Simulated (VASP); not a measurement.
# LiAl12 in VASP: further runs, part 3 of 3

VASP 6.6.1. The steps go on from the part before.

**6. Single point, PBEsol**

INCAR reads:

```
SYSTEM = LiAl12
PREC = Accurate
ENCUT = 520
EDIFF = 1E-7
ISMEAR = -1
SIGMA = 0.15
LREAL = .FALSE.
LASPH = .TRUE.
NELM = 60
ALGO = Normal
ISIF = 2
LWAVE = .FALSE.
LCHARG = .FALSE.
GGA = PS
NBANDS = 32
```

KPOINTS reads:

```
regular mesh
0
G
  3 3 1
  0 0 0
```

POSCAR reads:

```
LiAl12
1.0
    5.7275650000      0.0000000000      0.0000000000
    2.8637820000      4.9602170000      0.0000000000
    0.0000000000      0.0000000000     16.6765370000
Al Li
12 1
Direct
    0.1666666208      0.1666667003      0.0599644878
    0.6666667081      0.1666667003      0.0599644878
    0.1666666712      0.6666665995      0.0599644878
    0.6666667585      0.6666665995      0.0599644878
   -0.1688538751      0.3370223520      0.1973857642
    0.3331195802      0.3327658850      0.1971611972
   -0.1707186740      0.8387504014      0.1981160117
    0.3312193701      0.8390207525      0.1979812715
   -0.0016068688      0.0030063201      0.3355973725
    0.5009349633     -0.0015366263      0.3402666273
    0.0051230988      0.5071098704      0.3320192316
    0.4863949418      0.5077842361      0.3316449932
    0.8051371635      0.3842005299      0.4574620618
```

Potentials or basis: VASP PAW PBE potentials, release 64 (Al, Li_sv).

Run with:

```
> cat potpaw_PBE.64/Al/POTCAR potpaw_PBE.64/Li_sv/POTCAR > POTCAR
> mpirun -np 1 vasp_std > vasp.out
```

OUTCAR:

```text
SYSTEM = LiAl12
   PREC = Accurate
   ENCUT = 520
   EDIFF = 1E-7
   ISMEAR = -1
   LREAL = .FALSE.
   LASPH = .TRUE.
   NELM = 60
   ISIF = 2
   GGA = PS

 ion  position               nearest neighbor table
   1  0.167  0.167  0.060-   8 2.82   6 2.82   5 2.83   2 2.86   4 2.86   3 2.86   3 2.86   2 2.86
                             4 2.86
   2  0.667  0.167  0.060-   7 2.82   6 2.82   5 2.83   1 2.86   4 2.86   3 2.86   3 2.86   4 2.86
                             1 2.86
   3  0.167  0.667  0.060-   6 2.82   8 2.84   7 2.85   4 2.86   1 2.86   2 2.86   2 2.86   1 2.86
                             4 2.86
   4  0.667  0.667  0.060-   5 2.82   7 2.84   8 2.84   3 2.86   1 2.86   2 2.86   2 2.86   3 2.86
                             1 2.86
   5  0.831  0.337  0.197-   4 2.82  12 2.82  11 2.82   2 2.83   1 2.83   9 2.84   8 2.86   7 2.86
                             6 2.86   6 2.86   7 2.87   8 2.87
   6  0.333  0.333  0.197-  12 2.77  11 2.78   1 2.82   2 2.82   3 2.82   8 2.83   7 2.84   5 2.86
                             5 2.86   7 2.89   8 2.89  10 2.91
[... 378 lines left out ...]
------------------------ aborting loop because EDIFF is reached ----------------------------------------

  FORCE on cell =-STRESS in cart. coord.  units (eV):
  Direction    XX          YY          ZZ          XY          YZ          ZX
  --------------------------------------------------------------------------------------
  -------------------------------------------------------------------------------------
  Total       -3.0476771     -3.5999315     -0.0615551     -0.0123839     -0.2761036      0.0235555
  in kB      -10.3063044    -12.1738585     -0.2081604     -0.0418784     -0.9336973      0.0796576
  external PRESSURE =      -7.5627744 kB  Pullay stress =       0.0000000 kB

 VOLUME and BASIS-vectors are now :
 -----------------------------------------------------------------------------
  energy-cutoff  :      520.00
  volume of cell :      473.78
      direct lattice vectors                 reciprocal lattice vectors
     5.727565000  0.000000000  0.000000000     0.174594265 -0.100802024  0.000000000
     2.863782000  4.960217000  0.000000000     0.000000000  0.201604083  0.000000000
     0.000000000  0.000000000 16.676537000     0.000000000  0.000000000  0.059964488

 POSITION                                       TOTAL-FORCE (eV/Angst)
 -----------------------------------------------------------------------------------
      1.43189      0.82670      1.00000        -0.060185      0.032193     -0.018960
      4.29567      0.82670      1.00000         0.057508      0.030817     -0.015717
      2.86378      3.30681      1.00000        -0.001880      0.019429      0.024614
      5.72757      3.30681      1.00000        -0.000247     -0.044927     -0.001960
      5.72560      1.67170      3.29171        -0.000779      0.004216     -0.001223
      2.86093      1.65059      3.28797         0.002613      0.001012     -0.000187
      7.15176      4.16038      3.30389        -0.000593      0.000136     -0.002566
      4.29985      4.16172      3.30164         0.002069     -0.001812     -0.000246
      5.72697      0.01491      5.59660        -0.000896     -0.003015     -0.004425
      5.72852      4.95260      5.67447        -0.002943      0.003630      0.004438
      1.48160      2.51538      5.53693         0.000642      0.004020      0.002975
      4.24004      2.51872      5.53069        -0.000973      0.001625      0.005223
      5.71174      1.90572      7.62888         0.005664     -0.047323      0.008035
 -----------------------------------------------------------------------------------
    total drift:                                0.000526     -0.000114      0.000225

  FREE ENERGIE OF THE ION-ELECTRON SYSTEM (eV)
  ---------------------------------------------------
  free  energy   TOTEN  =       -48.4230777464 eV

  energy  without entropy=      -47.9658399994  energy(sigma->0) =      -48.19445887
```

Wall time 1.9 min (1 thread of Intel Xeon 6975P-C (Granite Rapids), shared host); peak memory 0.6 GiB.

Results:

| Property | Result |
| --- | --- |
| Free energy | -48.4231 eV |
| Largest force | 0.071 eV/Å |
| Band gap on the k mesh | zero (an odd number of electrons rules out a gap without spin polarisation) |

Forces on the atoms (eV/Å):
```
Al  -0.060  0.032 -0.019
Al   0.058  0.031 -0.016
Al  -0.002  0.019  0.025
Al   0.000 -0.045 -0.002
Al  -0.001  0.004 -0.001
Al   0.003  0.001  0.000
Al  -0.001  0.000 -0.003
Al   0.002 -0.002  0.000
Al  -0.001 -0.003 -0.004
Al  -0.003  0.004  0.004
Al   0.001  0.004  0.003
Al  -0.001  0.002  0.005
Li   0.006 -0.047  0.008
```

Caveat: the k points lie up to 0.42 Å⁻¹ apart, too coarse for converged energies and pressures of a metal; the cutoff is under 1.25 times the usual one of these potentials, so pressure, stress and relaxed cells hold a basis-set (Pulay) error; the PAW data sets were made with another functional, which shifts forces and pressure a little.

**7. Summary**

| cell | gap on the mesh (eV) | largest force (eV/Å) |
| --- | --- | --- |
| as given, atomic positions A | none | 0.06 |
| as given, atomic positions B | none | 0.06 |
| as given, atomic positions C | none | 0.07 |
| as given, atomic positions D | none | 0.07 |
| as given, atomic positions E | none | 0.07 |

Alike in all rows: task single point; level PBEsol; potentials or basis VASP PAW PBE potentials, release 64 (Al, Li_sv); no spin polarisation; k mesh 3 × 3 × 1; cutoff (eV) 520; smearing fermi-dirac 0.15 eV.

Caveats: all runs use coarse meshes; the cutoff is under 1.25 times the usual one of these potentials, so pressure, stress and relaxed cells hold a basis-set (Pulay) error; the PAW data sets were made with another functional, which shifts forces and pressure a little.

Absolute energies hang on the potentials; compare differences alone.
